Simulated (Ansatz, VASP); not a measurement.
## One calculation of Sn, two programs

```
CELL_PARAMETERS angstrom
0.00000 3.16446 3.24560
3.32674 0.00000 3.24560
3.32674 3.16446 0.00000
ATOMIC_POSITIONS crystal
Sn 0.50000 0.50000 0.50000
Sn 0.75000 0.75000 0.75000
```

Change from the starting cell: strain +0.0250 x Voigt [1, -1, 0, 0, 0, 0], atoms carried along.

Alike in both runs: task single point; functional r2SCAN; k mesh 12 × 12 × 12; occupations gaussian, width 0.1 eV; no spin polarisation.

|  | VASP | Ansatz |
| --- | --- | --- |
| version | VASP 6.6.1 | Ansatz 0.2.0 |
| potentials or method | VASP PAW PBE potentials, release 64 (Sn_d), cutoff 520 eV | scalar-relativistic, plane waves, PAW |
| valence electrons in the cell | 28 | 28 |

```tsv
	VASP	Ansatz	Ansatz less VASP
gap on the k mesh at the Fermi level (eV)	0.10	0.10	+0.001
least direct gap on the mesh (eV)	0.17	0.17	0.000
pressure (GPa)	1.6	1.6	+0.04
traceless stress, the component that is largest in VASP (GPa)	-0.94	-0.94	-0.003
```

VASP's potentials were made for PBE, not for r2SCAN. With one functional, cell and mesh, what is left measures potentials, basis and numerics.
